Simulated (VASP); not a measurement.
A run of VASP 6.6.1:

Contents of INCAR:

```
SYSTEM = LiF
PREC = Accurate ; ENCUT = 520
EDIFF = 1E-6 ; ISMEAR = 0
SIGMA = 0.05 ; LREAL = .FALSE.
LASPH = .TRUE. ; NELM = 80
ALGO = Normal ; ISIF = 2
LWAVE = .FALSE. ; LCHARG = .TRUE.
GGA = PE ; LELF = .TRUE.
LVHAR = .TRUE. ; NBANDS = 18
```

The input KPOINTS:

```
regular mesh
0
G
  12 12 6
  0 0 0
```

Contents of POSCAR:

```
LiF
1.0
    3.1301725758      0.0089011105      0.0266350888
   -1.5573777001      2.7089137366     -0.0054866299
    0.0418039632      0.0141920509      4.8819163046
Li F
2 2
Direct
    0.3339916683      0.6669708213      0.3817016599
    0.6684648195      0.3338372523      0.8816697411
    0.3314361540      0.6666155002      0.9933238736
    0.6661073581      0.3325764261      0.4933007253
```

Potentials or basis: VASP PAW PBE potentials, release 64 (Li_sv, F).

The run is started by

```console
$ cat potpaw_PBE.64/Li_sv/POTCAR potpaw_PBE.64/F/POTCAR > POTCAR
$ mpirun -np 1 vasp_std > vasp.out
```

Hardware: 1 thread of Intel(R) Xeon(R) Platinum 8488C (Sapphire Rapids), on a shared host.

Problem. Estimate the wall time of this run.

Solution. Wall time 110 s on 1 thread of Intel(R) Xeon(R) Platinum 8488C (Sapphire Rapids), with other jobs on the host, peak memory 0.34 GiB. Counts: scf iterations 13, k points 436.
